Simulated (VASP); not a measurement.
# AlGaN2 (P-4m2) in VASP: notebook

The runs below take AlGaN2 through single point, with r2SCAN.

All numbers are computed with VASP 6.6.1; they aren't measurements. Logs are shortened: lines on timing, memory, paths and dates and some standing lists are left out, and cuts for length are marked.

## (1) The cell of the first run

Symmetry: P-4m2, No. 115, tetragonal system. The conventional cell has a = 3.047 Å, b = 3.047 Å, c = 4.490 Å, α = 90.00°, β = 90.00°, γ = 90.00°. Al (site symmetry -4m2) has 4 N at 1.86 Å within 2.5 Å. Ga (site symmetry -4m2) has 4 N at 1.92 Å within 2.6 Å. N (site symmetry 2mm) has 2 Al at 1.86 Å and 2 Ga at 1.92 Å within 2.5 Å.

## (2) Single point, r2SCAN (strain -0.030 along x and y, +0.015 along z)

Input file POSCAR:

```
AlGaN2
1.0
    3.0466507372      0.0000000000      0.0000000000
    0.0000000000      3.0466507372      0.0000000000
    0.0000000000      0.0000000000      4.4901955091
Al Ga N
1 1 2
Direct
    0.5000000000      0.5000000000      0.5000000000
    0.0000000000      0.0000000000      0.0000000000
    0.5000000000      0.0000000000      0.7382648100
    0.0000000000      0.5000000000      0.2617351900
```

Input file INCAR.step1:

```
SYSTEM = AlGaN2
PREC     = Accurate       ! precision mode
ENCUT    = 1460           ! plane-wave cutoff, eV
ISMEAR   = 0              ! smearing method
SIGMA    = 0.05           ! smearing width, eV
LREAL    = .FALSE.        ! projectors in reciprocal space
LASPH    = .TRUE.         ! aspherical terms in the spheres
NELM     = 120            ! most SCF steps
NBANDS   = 21             ! bands
GGA      = PE             ! functional
ALGO     = Normal         ! electronic algorithm
EDIFF    = 1E-5           ! SCF threshold, eV
LWAVE    = .TRUE.         ! write WAVECAR
LCHARG   = .FALSE.        ! write CHGCAR
GGA_COMPAT= .FALSE.
```

Input file INCAR.step2:

```
SYSTEM = AlGaN2
PREC     = Accurate       ! precision mode
ENCUT    = 1460           ! plane-wave cutoff, eV
EDIFF    = 1E-6           ! SCF threshold, eV
ISMEAR   = 0              ! smearing method
SIGMA    = 0.05           ! smearing width, eV
LREAL    = .FALSE.        ! projectors in reciprocal space
LASPH    = .TRUE.         ! aspherical terms in the spheres
NELM     = 120            ! most SCF steps
ALGO     = Normal         ! electronic algorithm
ISIF     = 2              ! what is computed and relaxed
LWAVE    = .FALSE.        ! write WAVECAR
LCHARG   = .FALSE.        ! write CHGCAR
METAGGA  = R2SCAN         ! meta-GGA
LMIXTAU  = .TRUE.       
NBANDS   = 21             ! bands
ISTART   = 1            
GGA_COMPAT= .FALSE.
```

Input file KPOINTS:

```
Automatic mesh
0
G
  8 8 6
  0 0 0
```

Potentials or basis: VASP PAW PBE potentials, release 64 (Al, Ga_d, N_h).

Run with:

```bash
$ cat potpaw_PBE.64/Al/POTCAR potpaw_PBE.64/Ga_d/POTCAR potpaw_PBE.64/N_h/POTCAR > POTCAR
$ cp INCAR.step1 INCAR
$ mpirun -np 1 vasp_std > vasp.out
$ cp INCAR.step2 INCAR
$ mpirun -np 1 vasp_std > vasp.out
```

OUTCAR:

```text
SYSTEM = AlGaN2
   PREC = Accurate
   ENCUT = 1460
   EDIFF = 1E-6
   ISMEAR = 0
   LREAL = .FALSE.
   LASPH = .TRUE.
   NELM = 120
   ISIF = 2
   METAGGA = R2SCAN
   ISTART = 1

 ion  position               nearest neighbor table
   1  0.500  0.500  0.500-   3 1.86   4 1.86   3 1.86   4 1.86   2 3.11   2 3.11   2 3.11   2 3.11
                             2 3.11   2 3.11   2 3.11   2 3.11
   2  0.000  0.000  0.000-   3 1.92   4 1.92   4 1.92   3 1.92   1 3.11   1 3.11   1 3.11   1 3.11
                             1 3.11   1 3.11   1 3.11   1 3.11
   3  0.500  0.000  0.738-   1 1.86   1 1.86   2 1.92   2 1.92
   4  0.000  0.500  0.262-   1 1.86   1 1.86   2 1.92   2 1.92

  LATTYP: Found a simple tetragonal cell.
 ALAT       =     3.0466507372
 C/A-ratio  =     1.4738136716

  Lattice vectors:

 A1 = (   3.0466507372,   0.0000000000,   0.0000000000)
 A2 = (   0.0000000000,   3.0466507372,   0.0000000000)
 A3 = (   0.0000000000,   0.0000000000,   4.4901955091)

Analysis of symmetry for initial positions (statically):
=====================================================================
 Subroutine PRICEL returns:
 Original cell was already a primitive cell.

 Routine SETGRP: Setting up the symmetry group for a
 simple tetragonal supercell.

 Subroutine GETGRP returns: Found  8 space group operations
 (whereof  8 operations were pure point group operations)
 out of a pool of 16 trial point group operations.

The static configuration has the point symmetry D_2d.

Analysis of symmetry for dynamics (positions and initial velocities):
=====================================================================
 Subroutine PRICEL returns:
 Original cell was already a primitive cell.

 Routine SETGRP: Setting up the symmetry group for a
 simple tetragonal supercell.

 Subroutine GETGRP returns: Found  8 space group operations
 (whereof  8 operations were pure point group operations)
 out of a pool of 16 trial point group operations.

The dynamic configuration has the point symmetry D_2d.

 Subroutine INISYM returns: Found  8 space group operations
 (whereof  8 operations are pure point group operations),
 and found     1 'primitive' translations

----------------------------------------------------------------------------------------

                                     Primitive cell

  volume of cell :      41.6784

  direct lattice vectors                    reciprocal lattice vectors
     3.046650737  0.000000000  0.000000000     0.328229287  0.000000000  0.000000000
     0.000000000  3.046650737  0.000000000     0.000000000  0.328229287  0.000000000
     0.000000000  0.000000000  4.490195509     0.000000000  0.000000000  0.222707452

  length of vectors
     3.046650737  3.046650737  4.490195509     0.328229287  0.328229287  0.222707452

  position of ions in fractional coordinates (direct lattice)
     0.500000000  0.500000000  0.500000000
     0.000000000  0.000000000  0.000000000
     0.500000000  0.000000000  0.738264810
     0.000000000  0.500000000  0.261735190

  ion indices of the primitive-cell ions
   primitive index   ion index
                 1           1
                 2           2
                 3           3
                 4           4

----------------------------------------------------------------------------------------

 KPOINTS: Automatic mesh

Automatic generation of k-mesh.
 Grid dimensions read from file:
 generate k-points for:    8    8    6

 Generating k-lattice:

  Cartesian coordinates                     Fractional coordinates (reciprocal lattice)
     0.041028661  0.000000000  0.000000000     0.125000000  0.000000000  0.000000000
     0.000000000  0.041028661  0.000000000     0.000000000  0.125000000  0.000000000
     0.000000000  0.000000000  0.037117909     0.000000000  0.000000000  0.166666667

  Length of vectors
     0.041028661  0.041028661  0.037117909

  Shift w.r.t. Gamma in fractional coordinates (k-lattice)
     0.000000000  0.000000000  0.000000000

 Subroutine IBZKPT returns following result:
 ===========================================

 Found     60 irreducible k-points:

 Following reciprocal coordinates:
            Coordinates               Weight
  0.000000  0.000000  0.000000      1.000000
  0.125000  0.000000  0.000000      4.000000
  0.250000  0.000000  0.000000      4.000000
  0.375000  0.000000  0.000000      4.000000
  0.500000  0.000000  0.000000      2.000000
  0.125000  0.125000  0.000000      4.000000
[... 16 lines left out ...]
  0.375000  0.125000  0.166667     16.000000
  0.500000  0.125000  0.166667      8.000000
 [... further k-points ...]
   k-points           NKPTS =     60   k-points in BZ     NKDIM =     60   number of bands    NBANDS=     21
   number of dos      NEDOS =    301   number of ions     NIONS =      4
   total plane-waves  NPLWV =  89600
   dimension x,y,z NGX =    40 NGY =   40 NGZ =   56
   dimension x,y,z NGXF=    80 NGYF=   80 NGZF=  112
   ions per type =               1   1   2
   NGX,Y,Z   is equivalent  to a cutoff of  21.83, 21.83, 20.73 a.u.
   NGXF,Y,Z  is equivalent  to a cutoff of  43.65, 43.65, 41.47 a.u.
 SYSTEM =  AlGaN2
   PREC   = accura    normal or accurate (medium, high low for compatibility)
   ISTART =      1    job   : 0-new  1-cont  2-samecut
   ICHARG =      0    charge: 1-file 2-atom 10-const
   ISPIN  =      1    spin polarized calculation?
   LNONCOLLINEAR =      F non collinear calculations
   LSORBIT =      F    spin-orbit coupling
   LASPH  =      T    aspherical Exc in radial PAW
   ENCUT  = 1460.0 eV 107.31 Ry   10.36 a.u.   9.49  9.49 13.99*2*pi/ulx,y,z
   NELM   =    120;   NELMIN=  2; NELMDL=  0     # of ELM steps
   EDIFF  = 0.1E-05   stopping-criterion for ELM
   LREAL  =      F    real-space projection
   EDIFFG = 0.1E-04   stopping-criterion for IOM
   NSW    =      0    number of steps for IOM
   IBRION =     -1    ionic relax: 0-MD 1-quasi-New 2-CG
   NFREE  =      0    steps in history (QN), initial steepest desc. (CG)
   ISIF   =      2    stress and relaxation
   ISYM   =      2    0-nonsym 1-usesym 2-fastsym
   POTIM  = 0.5000    time-step for ionic-motion
   TEBEG  =    0.0;   TEEND  =   0.0 temperature during run
   PSTRESS=    0.0 pullay stress
   NELECT =      26.0000    total number of electrons
   NUPDOWN=      -1.0000    fix difference up-down
   EMIN   =  10.00;   EMAX   =-10.00  energy-range for DOS
   EFERMI =   0.00;   METHOD = LEGACY
   ISMEAR =     0;   SIGMA  =   0.05  broadening in eV -4-tet -1-fermi 0-gaus
   EFERMI_NEDOS =   21; number of points for ismear=-14 and -15
   IALGO  =     38    algorithm
   IMIX   =      4    mixing-type and parameters
     AMIX     =   0.40;   BMIX     =  1.00
     AMIX_MAG =   1.60;   BMIX_MAG =  1.00
  volume/ion in A,a.u.               =      10.42        70.31
  Fermi-wavevector in a.u.,A,eV,Ry     =   1.398822  2.643390 26.622556  1.956703
  Thomas-Fermi vector in A             =   2.521942
   LORBIT       =      0    0 simple, 1 ext, 2 COOP (PROOUT), +10 PAW based schemes
   METAGGA = R2SCAN    functional components
   LHFCALC =     F    Hartree Fock is set to
   AEXX    =    0.0000 exact exchange contribution
   IVDW    =     0    specifies the selected vdW correction
   LEPSILON=     F    determine dielectric tensor
   LRPA    =     F    only Hartree local field effects (RPA)
 non-spin polarized calculation
 Gauss-broadening in eV      SIGMA  =   0.05
  energy-cutoff  :     1460.00
  volume of cell :       41.68
 maximum number of plane-waves:      5324
 NGX is ok and might be reduce to    40
   NGX = 19   NGY = 19   NGZ = 27

 number of electron      26.0000001 magnetization

 Free energy of the ion-electron system (eV)
  ---------------------------------------------------
  ext. energy  EPLUGINS =         0.00000000
  ---------------------------------------------------
  free energy    TOTEN  =       -40.99030222 eV

  energy without entropy =      -40.99030222  energy(sigma->0) =      -40.99030222

 E-fermi :   6.5469     XC(G=0): -12.3047

 val. band max:        6.2533410823   @ k =   0.0000   0.0000   0.0000
 cond. band min:       9.8908583951   @ k =   0.0000   0.0000   0.0000
 fundamental gap:      3.6375173128
 Fermi energy:         6.5469477404

 k-point     1 :       0.0000    0.0000    0.0000
  band No.  band energies     occupation
      1     -10.4445      2.00000
      2      -8.6983      2.00000
      3      -7.1338      2.00000
      4      -7.1338      2.00000
      5      -7.0653      2.00000
      6      -6.8960      2.00000
[... 13 lines left out ...]
     20      19.9417      0.00000
     21      23.0320      0.00000

 k-point     2 :       0.1250    0.0000    0.0000
  band No.  band energies     occupation
      1     -10.2978      2.00000
      2      -8.6974      2.00000
      3      -7.1547      2.00000
      4      -7.1304      2.00000
      5      -7.0347      2.00000
      6      -6.9098      2.00000
[... 13 lines left out ...]
     20      19.7430      0.00000
     21      22.4978      0.00000

 k-point     3 :       0.2500    0.0000    0.0000
  band No.  band energies     occupation
      1      -9.9015      2.00000
      2      -8.7123      2.00000
      3      -7.1565      2.00000
      4      -7.1220      2.00000
      5      -6.9482      2.00000
      6      -6.9430      2.00000
[... 13 lines left out ...]
     20      19.2296      0.00000
     21      21.2996      0.00000

 k-point     4 :       0.3750    0.0000    0.0000
  band No.  band energies     occupation
      1      -9.4014      2.00000
      2      -8.7830      2.00000
      3      -7.1134      2.00000
      4      -7.1090      2.00000
      5      -6.9759      2.00000
      6      -6.7648      2.00000
[... 13 lines left out ...]
     20      19.4861      0.00000
     21      20.2252      0.00000

 k-point     5 :       0.5000    0.0000    0.0000
  band No.  band energies     occupation
      1      -9.0659      2.00000
      2      -8.9220      2.00000
      3      -7.1097      2.00000
      4      -7.0795      2.00000
      5      -6.9895      2.00000
      6      -6.5052      2.00000
[... 13 lines left out ...]
     20      19.5713      0.00000
     21      19.6873      0.00000
[... 382 lines left out ...]
     20      19.5123      0.00000
     21      21.2010      0.00000

 k-point    22 :       0.2500    0.1250    0.1667
  band No.  band energies     occupation
      1      -9.6917      2.00000
      2      -8.7383      2.00000
      3      -7.1548      2.00000
      4      -7.0927      2.00000
      5      -6.9719      2.00000
      6      -6.9083      2.00000
[... 13 lines left out ...]
     20      19.4568      0.00000
     21      20.3711      0.00000

 k-point    23 :       0.3750    0.1250    0.1667
  band No.  band energies     occupation
      1      -9.2643      2.00000
      2      -8.7680      2.00000
      3      -7.1292      2.00000
      4      -7.0489      2.00000
      5      -7.0011      2.00000
      6      -6.7007      2.00000
[... 13 lines left out ...]
     20      19.5035      0.00000
     21      20.1433      0.00000

 k-point    24 :       0.5000    0.1250    0.1667
  band No.  band energies     occupation
      1      -9.0116      2.00000
      2      -8.8476      2.00000
      3      -7.1197      2.00000
      4      -7.0260      2.00000
      5      -7.0173      2.00000
      6      -6.4374      2.00000
[... 13 lines left out ...]
     20      19.6397      0.00000
     21      19.9213      0.00000

 [... further k-points ...]
[... 5 lines left out ...]
  --------------------------------------------------------------------------------------
  -------------------------------------------------------------------------------------
  Total        3.2278404      3.2278404      1.4333209      0.0000000      0.0000000      0.0000000
  in kB      124.0829329    124.0829329     55.0989644      0.0000000      0.0000000      0.0000000
  external PRESSURE =     101.0882767 kB  Pullay stress =       0.0000000 kB

 VOLUME and BASIS-vectors are now :
 -----------------------------------------------------------------------------
  energy-cutoff  :     1460.00
  volume of cell :       41.68
      direct lattice vectors                 reciprocal lattice vectors
     3.046650737  0.000000000  0.000000000     0.328229287  0.000000000  0.000000000
     0.000000000  3.046650737  0.000000000     0.000000000  0.328229287  0.000000000
     0.000000000  0.000000000  4.490195509     0.000000000  0.000000000  0.222707452

 POSITION                                       TOTAL-FORCE (eV/Angst)
 -----------------------------------------------------------------------------------
      1.52333      1.52333      2.24510         0.000000     -0.000000      0.000000
      0.00000      0.00000      0.00000         0.000000      0.000000      0.000000
      1.52333      0.00000      3.31495         0.000000      0.000000      0.080077
      0.00000      1.52333      1.17524         0.000000      0.000000     -0.080077
 -----------------------------------------------------------------------------------
    total drift:                               -0.000000      0.000000      0.000000

  FREE ENERGIE OF THE ION-ELECTRON SYSTEM (eV)
  ---------------------------------------------------
  free  energy   TOTEN  =       -40.9903022163 eV

  energy  without entropy=      -40.9903022163  energy(sigma->0) =      -40.99030222
```

Run time: 20 min. Hardware: 1 thread of AMD EPYC 7R43 (Zen 3), shared host; peak memory 0.45 GiB.

What came out:

```yaml
Free_energy: -40.9903 eV
Pressure: 10.1 GPa
Largest_force: 0.080 eV/Å
Band_gap_on_the_k_mesh: 3.64 eV
```

Forces in eV/Å, atoms in the order of the input:
```
Al   0.000  0.000  0.000
Ga   0.000  0.000  0.000
N    0.000  0.000  0.080
N    0.000  0.000 -0.080
```

Stress tensor (GPa, compression positive):
```
12.41  0.00  0.00
 0.00 12.41  0.00
 0.00  0.00  5.51
```

Caveat: the cell differs from its parent crystal (strain -0.030 along x and y, +0.015 along z); the stress differs along the axes, from 6 to 12 GPa; the PAW data sets were made with another functional, which shifts forces and pressure a little. A k mesh can miss the band edges.

## (3) Single point, r2SCAN (strain +0.000 along x and y, +0.015 along z)

Changes to POSCAR since step 2:

```diff
@@ -2,4 +2,4 @@
 1.0
-    3.0466507372      0.0000000000      0.0000000000
-    0.0000000000      3.0466507372      0.0000000000
+    3.1408770487      0.0000000000      0.0000000000
+    0.0000000000      3.1408770487      0.0000000000
     0.0000000000      0.0000000000      4.4901955091
```

Input file INCAR.step1:

```
  PREC = Accurate
  ENCUT = 1460
  ISMEAR = 0
  SIGMA = 0.05
  LREAL = False
  LASPH = True
  NELM = 120
  NBANDS = 21
  GGA = PE
  ALGO = Normal
  EDIFF = 1E-5
  LWAVE = True
  LCHARG = False
  GGA_COMPAT = False
```

Input file INCAR.step2:

```
  PREC = Accurate
  ENCUT = 1460
  EDIFF = 1E-6
  ISMEAR = 0
  SIGMA = 0.05
  LREAL = False
  LASPH = True
  NELM = 120
  ALGO = Normal
  ISIF = 2
  LWAVE = False
  LCHARG = True
  METAGGA = R2SCAN
  LMIXTAU = True
  LELF = True
  LVHAR = True
  NBANDS = 21
  ISTART = 1
  GGA_COMPAT = False
```

Input file KPOINTS:

```
regular mesh
0
Gamma
  8 8 6
```

Potentials or basis: VASP PAW PBE potentials, release 64 (Al, Ga_d, N_h).

Run with:

```bash
$ cat potpaw_PBE.64/Al/POTCAR potpaw_PBE.64/Ga_d/POTCAR potpaw_PBE.64/N_h/POTCAR > POTCAR
$ cp INCAR.step1 INCAR
$ mpirun -np 1 vasp_std > vasp.out
$ cp INCAR.step2 INCAR
$ mpirun -np 1 vasp_std > vasp.out
```

Run time: 14 min. Hardware: 1 thread of Intel Xeon Platinum 8259CL at 2.50GHz (Skylake/Cascade Lake), shared host; peak memory 0.51 GiB.

Results (log left out):

```
Free energy            : -41.0689 eV
Pressure               : -3.1 GPa
Largest force          : 0.029 eV/Å
Band gap on the k mesh : 3.22 eV
```

Forces on the atoms (eV/Å):
```
Al   0.000  0.000  0.000
Ga   0.000  0.000  0.000
N    0.000  0.000  0.029
N    0.000  0.000 -0.029
```

Stress tensor (GPa, compression positive):
```
-2.38  0.00  0.00
 0.00 -2.38  0.00
 0.00  0.00 -4.43
```

Levels at points of the mesh, in eV from the valence-band top:
| k point | band 11 | band 12 | band 13 | band 14 | band 15 | band 16 |
| --- | --- | --- | --- | --- | --- | --- |
| (0.00, 0.00, 0.00) | -0.28 | 0.00 | 0.00 | 3.22 | 4.11 | 8.42 |
| (0.50, 0.00, 0.00) | -2.96 | -1.00 | -0.60 | 7.61 | 7.75 | 8.77 |
| (0.50, 0.50, 0.00) | -2.33 | -2.33 | -2.32 | 3.78 | 3.78 | 6.77 |
| (0.00, 0.00, 0.50) | -1.56 | -0.95 | -0.95 | 5.72 | 5.84 | 8.54 |
| (0.50, 0.00, 0.50) | -0.96 | -0.70 | -0.50 | 5.64 | 7.14 | 9.91 |
| (0.50, 0.50, 0.50) | -3.30 | -3.19 | -3.19 | 6.64 | 6.64 | 9.34 |

Caveat: the cell differs from its parent crystal (strain +0.000 along x and y, +0.015 along z); the cell stands under tension; the PAW data sets were made with another functional, which shifts forces and pressure a little.
